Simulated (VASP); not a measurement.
# Ir (P6_3/mmc) in VASP: a series of runs

The runs below take Ir through single point, with r2SCAN.

Program: VASP 6.6.1. These are calculated values, not measurements. Logs are shortened: lines on timing, memory, paths and dates and some standing lists are left out, and cuts for length are marked.

### 1 The cell of the first run

The structure is hexagonal, space group P6_3/mmc (No. 194). The conventional cell has a = 2.726 Å, b = 2.726 Å, c = 4.432 Å, α = 90.00°, β = 90.00°, γ = 120.00°. Ir (site symmetry -6m2) has 12 Ir at 2.72 to 2.73 Å within 3.6 Å.

### 2 Single point, r2SCAN

POSCAR reads:

```
Ir
1.0
    2.7262402207      0.0000000000      0.0000000000
   -1.3631201103      2.3609932879      0.0000000000
    0.0000000000      0.0000000000      4.4318826247
Ir
2
Direct
    0.3333333333      0.6666666667      0.2500000000
    0.6666666667      0.3333333333      0.7500000000
```

INCAR.step1 reads:

```
ALGO = Normal
EDIFF = 1E-4
ENCUT = 520
GGA = PE
ISMEAR = 1
LASPH = True
LCHARG = False
LREAL = False
LWAVE = True
NBANDS = 16
NELM = 100
PREC = Accurate
SIGMA = 0.1
```

INCAR.step2 reads:

```
ALGO = Normal
EDIFF = 1E-7
ENCUT = 520
ISIF = 2
ISMEAR = 1
ISTART = 1
LASPH = True
LCHARG = False
LMIXTAU = True
LREAL = False
LWAVE = False
METAGGA = R2SCAN
NBANDS = 16
NELM = 100
PREC = Accurate
SIGMA = 0.1
```

KPOINTS reads:

```
k-points
0
Gamma
  19 19 11
```

Potentials or basis: VASP PAW PBE potentials, release 64 (Ir).

Launch:

```
cat potpaw_PBE.64/Ir/POTCAR > POTCAR
cp INCAR.step1 INCAR
mpirun -np 1 vasp_std > vasp.out
cp INCAR.step2 INCAR
mpirun -np 1 vasp_std > vasp.out
```

OUTCAR:

```text
EDIFF = 1E-7
   ENCUT = 520
   ISIF = 2
   ISMEAR = 1
   ISTART = 1
   LASPH = True
   LREAL = False
   METAGGA = R2SCAN
   NELM = 100
   PREC = Accurate

 ion  position               nearest neighbor table
   1  0.333  0.667  0.250-   2 2.72   2 2.72   2 2.72   2 2.72   2 2.72   2 2.72
   2  0.667  0.333  0.750-   1 2.72   1 2.72   1 2.72   1 2.72   1 2.72   1 2.72

  LATTYP: Found a hexagonal cell.
 ALAT       =     2.7262402207
 C/A-ratio  =     1.6256390728

  Lattice vectors:

 A1 = (   2.7262402207,   0.0000000000,   0.0000000000)
 A2 = (  -1.3631201103,   2.3609932879,   0.0000000000)
 A3 = (   0.0000000000,   0.0000000000,   4.4318826247)

Analysis of symmetry for initial positions (statically):
=====================================================================
 Subroutine PRICEL returns:
 Original cell was already a primitive cell.

 Routine SETGRP: Setting up the symmetry group for a
 hexagonal supercell.

 Subroutine GETGRP returns: Found 24 space group operations
 (whereof 12 operations were pure point group operations)
 out of a pool of 24 trial point group operations.

The static configuration has the point symmetry D_3d.
 The point group associated with its full space group is D_6h.

Analysis of symmetry for dynamics (positions and initial velocities):
=====================================================================
 Subroutine PRICEL returns:
 Original cell was already a primitive cell.

 Routine SETGRP: Setting up the symmetry group for a
 hexagonal supercell.

 Subroutine GETGRP returns: Found 24 space group operations
 (whereof 12 operations were pure point group operations)
 out of a pool of 24 trial point group operations.

The dynamic configuration has the point symmetry D_3d.
 The point group associated with its full space group is D_6h.

 Subroutine INISYM returns: Found 24 space group operations
 (whereof 12 operations are pure point group operations),
 and found     1 'primitive' translations

----------------------------------------------------------------------------------------

                                     Primitive cell

  volume of cell :      28.5264

  direct lattice vectors                    reciprocal lattice vectors
     2.726240221  0.000000000  0.000000000     0.366805534  0.211775274  0.000000000
    -1.363120110  2.360993288  0.000000000     0.000000000  0.423550548  0.000000000
     0.000000000  0.000000000  4.431882625     0.000000000  0.000000000  0.225637745

  length of vectors
     2.726240221  2.726240221  4.431882625     0.423550548  0.423550548  0.225637745

  position of ions in fractional coordinates (direct lattice)
     0.333333333  0.666666667  0.250000000
     0.666666667  0.333333333  0.750000000

  ion indices of the primitive-cell ions
   primitive index   ion index
                 1           1
                 2           2

----------------------------------------------------------------------------------------

 KPOINTS: k-points

Automatic generation of k-mesh.
 Grid dimensions read from file:
 generate k-points for:   19   19   11

 Generating k-lattice:

  Cartesian coordinates                     Fractional coordinates (reciprocal lattice)
     0.019305554  0.011146067  0.000000000     0.052631579  0.000000000  0.000000000
     0.000000000  0.022292134  0.000000000     0.000000000  0.052631579  0.000000000
     0.000000000  0.000000000  0.020512522     0.000000000  0.000000000  0.090909091

  Length of vectors
     0.022292134  0.022292134  0.020512522

  Shift w.r.t. Gamma in fractional coordinates (k-lattice)
     0.000000000  0.000000000  0.000000000

 Subroutine IBZKPT returns following result:
 ===========================================

 Found    240 irreducible k-points:

 Following reciprocal coordinates:
            Coordinates               Weight
  0.000000  0.000000  0.000000      1.000000
  0.052632  0.000000  0.000000      6.000000
  0.105263  0.000000  0.000000      6.000000
  0.157895  0.000000  0.000000      6.000000
  0.210526 -0.000000  0.000000      6.000000
  0.263158  0.000000  0.000000      6.000000
[... 16 lines left out ...]
  0.263158  0.105263  0.000000     12.000000
  0.315789  0.105263  0.000000     12.000000
 [... further k-points ...]
   k-points           NKPTS =    240   k-points in BZ     NKDIM =    240   number of bands    NBANDS=     16
   number of dos      NEDOS =    301   number of ions     NIONS =      2
   total plane-waves  NPLWV =  14400
   dimension x,y,z NGX =    20 NGY =   20 NGZ =   36
   dimension x,y,z NGXF=    40 NGYF=   40 NGZF=   72
   ions per type =               2
   NGX,Y,Z   is equivalent  to a cutoff of  12.20, 12.20, 13.50 a.u.
   NGXF,Y,Z  is equivalent  to a cutoff of  24.39, 24.39, 27.01 a.u.
 SYSTEM =  unknown system
   PREC   = accura    normal or accurate (medium, high low for compatibility)
   ISTART =      1    job   : 0-new  1-cont  2-samecut
   ICHARG =      0    charge: 1-file 2-atom 10-const
   ISPIN  =      1    spin polarized calculation?
   LNONCOLLINEAR =      F non collinear calculations
   LSORBIT =      F    spin-orbit coupling
   LASPH  =      T    aspherical Exc in radial PAW
   ENCUT  =  520.0 eV  38.22 Ry    6.18 a.u.   5.07  5.07  8.24*2*pi/ulx,y,z
   NELM   =    100;   NELMIN=  2; NELMDL=  0     # of ELM steps
   EDIFF  = 0.1E-06   stopping-criterion for ELM
   LREAL  =      F    real-space projection
   EDIFFG = 0.1E-05   stopping-criterion for IOM
   NSW    =      0    number of steps for IOM
   IBRION =     -1    ionic relax: 0-MD 1-quasi-New 2-CG
   NFREE  =      0    steps in history (QN), initial steepest desc. (CG)
   ISIF   =      2    stress and relaxation
   ISYM   =      2    0-nonsym 1-usesym 2-fastsym
   POTIM  = 0.5000    time-step for ionic-motion
   TEBEG  =    0.0;   TEEND  =   0.0 temperature during run
   PSTRESS=    0.0 pullay stress
   NELECT =      18.0000    total number of electrons
   NUPDOWN=      -1.0000    fix difference up-down
   EMIN   =  10.00;   EMAX   =-10.00  energy-range for DOS
   EFERMI =   0.00;   METHOD = LEGACY
   ISMEAR =     1;   SIGMA  =   0.10  broadening in eV -4-tet -1-fermi 0-gaus
   EFERMI_NEDOS =   21; number of points for ismear=-14 and -15
   IALGO  =     38    algorithm
   IMIX   =      4    mixing-type and parameters
     AMIX     =   0.40;   BMIX     =  1.00
     AMIX_MAG =   1.60;   BMIX_MAG =  1.00
  volume/ion in A,a.u.               =      14.26        96.25
  Fermi-wavevector in a.u.,A,eV,Ry     =   1.404160  2.653478 26.826139  1.971666
  Thomas-Fermi vector in A             =   2.526750
   LORBIT       =      0    0 simple, 1 ext, 2 COOP (PROOUT), +10 PAW based schemes
   METAGGA = R2SCAN    functional components
   LHFCALC =     F    Hartree Fock is set to
   AEXX    =    0.0000 exact exchange contribution
   IVDW    =     0    specifies the selected vdW correction
   LEPSILON=     F    determine dielectric tensor
   LRPA    =     F    only Hartree local field effects (RPA)
 non-spin polarized calculation
 Methfessel and Paxton  Order N= 1 SIGMA  =   0.10
  energy-cutoff  :      520.00
  volume of cell :       28.53
 maximum number of plane-waves:       781
   NGX = 11   NGY = 11   NGZ = 17

 number of electron      18.0000000 magnetization

 Free energy of the ion-electron system (eV)
  ---------------------------------------------------
  ext. energy  EPLUGINS =         0.00000000
  ---------------------------------------------------
  free energy    TOTEN  =      -104.54927677 eV

  energy without entropy =     -104.54877231  energy(sigma->0) =     -104.54910862

 E-fermi :  10.1810     XC(G=0): -15.2788

 val. band max:       10.1800853163   @ k =   0.3684   0.0526   0.0000
 cond. band min:      10.1810912782   @ k =   0.2632   0.2632   0.3636
 fundamental gap:      0.0010059619
 Fermi energy:        10.1809681340

 k-point     1 :       0.0000    0.0000    0.0000
  band No.  band energies     occupation
      1      -1.4083      2.00000
      2       1.7197      2.00000
      3       6.0900      2.00000
      4       6.2165      2.00000
      5       6.2165      2.00000
      6       6.8825      2.00000
[... 8 lines left out ...]
     15      27.4415      0.00000
     16      28.5227      0.00000

 k-point     2 :       0.0526    0.0000    0.0000
  band No.  band energies     occupation
      1      -1.2950      2.00000
      2       1.8214      2.00000
      3       5.8744      2.00000
      4       6.3114      2.00000
      5       6.4083      2.00000
      6       6.8192      2.00000
[... 8 lines left out ...]
     15      27.5914      0.00000
     16      28.6993      0.00000

 k-point     3 :       0.1053    0.0000    0.0000
  band No.  band energies     occupation
      1      -0.9630      2.00000
      2       2.1090      2.00000
      3       5.5618      2.00000
      4       6.5710      2.00000
      5       6.5923      2.00000
      6       6.7584      2.00000
[... 8 lines left out ...]
     15      27.9966      0.00000
     16      29.0714      0.00000

 k-point     4 :       0.1579    0.0000    0.0000
  band No.  band energies     occupation
      1      -0.4384      2.00000
      2       2.5182      2.00000
      3       5.2447      2.00000
      4       6.2478      2.00000
      5       6.3570      2.00000
      6       7.0476      2.00000
[... 8 lines left out ...]
     15      28.3793      0.00000
     16      28.8395      0.00000

 k-point     5 :       0.2105   -0.0000    0.0000
  band No.  band energies     occupation
      1       0.2292      2.00000
      2       2.8975      2.00000
      3       5.0543      2.00000
      4       5.4030      2.00000
      5       6.1344      2.00000
      6       6.9023      2.00000
[... 8 lines left out ...]
     15      27.8136      0.00000
     16      28.0591      0.00000

 k-point     6 :       0.2632    0.0000    0.0000
  band No.  band energies     occupation
      1       0.9559      2.00000
      2       3.0261      2.00000
      3       4.6564      2.00000
      4       5.1410      2.00000
      5       6.0627      2.00000
      6       6.6144      2.00000
[... 8 lines left out ...]
     15      26.5795      0.00000
     16      26.8508      0.00000

 k-point     7 :       0.3158    0.0000    0.0000
  band No.  band energies     occupation
      1       1.6157      2.00000
      2       2.8949      2.00000
      3       4.0383      2.00000
      4       5.4116      2.00000
      5       6.2805      2.00000
      6       6.3588      2.00000
[... 8 lines left out ...]
     15      25.1656      0.00000
     16      26.0070      0.00000

 k-point     8 :       0.3684    0.0000    0.0000
  band No.  band energies     occupation
      1       2.0784      2.00000
      2       2.6859      2.00000
      3       3.5638      2.00000
      4       5.7749      2.00000
      5       6.1534      2.00000
      6       6.6745      2.00000
[... 8 lines left out ...]
     15      23.9004      0.00000
     16      25.3450      0.00000

 k-point     9 :       0.4211   -0.0000    0.0000
  band No.  band energies     occupation
      1       2.3041      2.00000
      2       2.5219      2.00000
      3       3.2426      2.00000
      4       6.0103      2.00000
      5       6.2271      2.00000
      6       6.5406      2.00000
[... 8 lines left out ...]
     15      22.9078      0.00000
     16      23.8248      0.00000
[... 172 lines left out ...]
 k-point    19 :       0.4737    0.0526    0.0000
  band No.  band energies     occupation
      1       2.4239      2.00000
      2       2.5570      2.00000
      3       3.0697      2.00000
      4       5.8968      2.00000
      5       6.4435      2.00000
      6       6.5546      2.00000
[... 8 lines left out ...]
     15      21.1895      0.00000
     16      22.8157      0.00000

 k-point    20 :       0.1053    0.1053    0.0000
  band No.  band energies     occupation
      1      -0.1324      2.00000
      2       2.7665      2.00000
      3       5.0164      2.00000
      4       5.9437      2.00000
      5       6.3121      2.00000
      6       6.7607      2.00000
[... 8 lines left out ...]
     15      27.3448      0.00000
     16      28.8737      0.00000

 k-point    21 :       0.1579    0.1053    0.0000
  band No.  band energies     occupation
      1       0.5245      2.00000
      2       3.1759      2.00000
      3       4.7422      2.00000
      4       5.2247      2.00000
      5       6.1479      2.00000
      6       6.4398      2.00000
[... 8 lines left out ...]
     15      26.0219      0.00000
     16      27.9878      0.00000

 k-point    22 :       0.2105    0.1053    0.0000
  band No.  band energies     occupation
      1       1.2531      2.00000
      2       3.3583      2.00000
      3       4.5610      2.00000
      4       4.7180      2.00000
      5       6.1082      2.00000
      6       6.1847      2.00000
[... 8 lines left out ...]
     15      24.8479      0.00000
     16      27.0775      0.00000

 k-point    23 :       0.2632    0.1053    0.0000
  band No.  band energies     occupation
      1       1.9317      2.00000
      2       3.2244      2.00000
      3       3.9990      2.00000
      4       4.9901      2.00000
      5       5.9979      2.00000
      6       6.2987      2.00000
[... 8 lines left out ...]
     15      23.5538      0.00000
     16      26.3188      0.00000

 k-point    24 :       0.3158    0.1053    0.0000
  band No.  band energies     occupation
      1       2.4174      2.00000
      2       3.0000      2.00000
      3       3.5621      2.00000
      4       5.4015      2.00000
      5       5.8811      2.00000
      6       6.6558      2.00000
[... 8 lines left out ...]
     15      22.2845      0.00000
     16      25.7257      0.00000

 [... further k-points ...]

------------------------ aborting loop because EDIFF is reached ----------------------------------------

  FORCE on cell =-STRESS in cart. coord.  units (eV):
  Direction    XX          YY          ZZ          XY          YZ          ZX
  --------------------------------------------------------------------------------------
  -------------------------------------------------------------------------------------
  Total        0.4271415      0.4271415      0.4730230      0.0000000     -0.0000000      0.0000000
  in kB       23.9902729     23.9902729     26.5671972      0.0000000     -0.0000000      0.0000000
  external PRESSURE =      24.8492477 kB  Pullay stress =       0.0000000 kB

 VOLUME and BASIS-vectors are now :
 -----------------------------------------------------------------------------
  energy-cutoff  :      520.00
  volume of cell :       28.53
      direct lattice vectors                 reciprocal lattice vectors
     2.726240221  0.000000000  0.000000000     0.366805534  0.211775274  0.000000000
    -1.363120110  2.360993288  0.000000000     0.000000000  0.423550548  0.000000000
     0.000000000  0.000000000  4.431882625     0.000000000  0.000000000  0.225637745

 POSITION                                       TOTAL-FORCE (eV/Angst)
 -----------------------------------------------------------------------------------
     -0.00000      1.57400      1.10797         0.000000      0.000000      0.000000
      1.36312      0.78700      3.32391        -0.000000     -0.000000      0.000000
 -----------------------------------------------------------------------------------
    total drift:                                0.000000     -0.000000     -0.000000

  FREE ENERGIE OF THE ION-ELECTRON SYSTEM (eV)
  ---------------------------------------------------
  free  energy   TOTEN  =      -104.5492767697 eV

  energy  without entropy=     -104.5487723109  energy(sigma->0) =     -104.54910862
```

Run time: 3.8 min. Hardware: 1 thread of Intel Xeon 6975P-C, shared host; peak memory 0.22 GiB.

What came out:

```yaml
Free_energy: -104.5493 eV
Pressure: 2.5 GPa
Band_gap_on_the_k_mesh: zero (band 9 reaches 11.14 eV, above the bottom of band 10 at 7.66 eV)
```

Stress tensor (GPa, compression positive):
```
2.40 0.00 0.00
0.00 2.40 0.00
0.00 0.00 2.66
```

Caveat: the PAW data sets were made with another functional, which shifts forces and pressure a little; spin-orbit coupling is left out, which moves the levels of the heavy elements.

### 3 Single point, r2SCAN

POSCAR reads:

```
Ir
1.0
    2.7293832422      0.0000000000      0.0000000000
   -1.3646916211      2.3637152244      0.0000000000
    0.0000000000      0.0000000000      4.4207340924
Ir
2
Direct
    0.3333333333      0.6666666667      0.2500000000
    0.6666666667      0.3333333333      0.7500000000
```

INCAR.step1 reads:

```
PREC = Accurate ; ENCUT = 520
ISMEAR = 1 ; SIGMA = 0.1
LREAL = False ; LASPH = True
NELM = 80 ; NBANDS = 16
GGA = PE ; ALGO = Normal
EDIFF = 1E-4 ; LWAVE = True
LCHARG = False
```

INCAR.step2 reads:

```
PREC = Accurate ; ENCUT = 520
EDIFF = 1E-6 ; ISMEAR = 1
SIGMA = 0.1 ; LREAL = False
LASPH = True ; NELM = 80
ALGO = Normal ; ISIF = 2
LWAVE = False ; LCHARG = True
METAGGA = R2SCAN ; LMIXTAU = True
LELF = True ; LVHAR = True
NBANDS = 16 ; ISTART = 1
```

KPOINTS reads:

```
regular mesh
0
Gamma
  20 20 11
```

Potentials or basis: VASP PAW PBE potentials, release 64 (Ir).

Launch:

```
cat potpaw_PBE.64/Ir/POTCAR > POTCAR
cp INCAR.step1 INCAR
mpirun -np 1 vasp_std > vasp.out
cp INCAR.step2 INCAR
mpirun -np 1 vasp_std > vasp.out
```

It took 3.9 min on 1 thread of Intel Xeon 6975P-C, shared host; peak memory 0.23 GiB.

The run converged. Its results:

```
Free energy            : -104.5540 eV
Pressure               : 2.5 GPa
Band gap on the k mesh : zero (band 9 reaches 11.16 eV, above the bottom of band 10 at 7.70 eV)
```

Stress tensor (GPa, compression positive):
```
2.43 0.00 0.00
0.00 2.43 0.00
0.00 0.00 2.58
```

Levels at points of the mesh, in eV from the Fermi level:
| k point | band 7 | band 8 | band 9 | band 10 | band 11 | band 12 |
| --- | --- | --- | --- | --- | --- | --- |
| (0.00, 0.00, 0.00) | -3.27 | -2.47 | -2.47 | -0.75 | 0.28 | 0.28 |
| (0.50, 0.00, 0.00) | -3.06 | 0.73 | 1.00 | 1.16 | 3.07 | 4.60 |

Caveat: the PAW data sets were made with another functional, which shifts forces and pressure a little; spin-orbit coupling is left out, which moves the levels of the heavy elements.
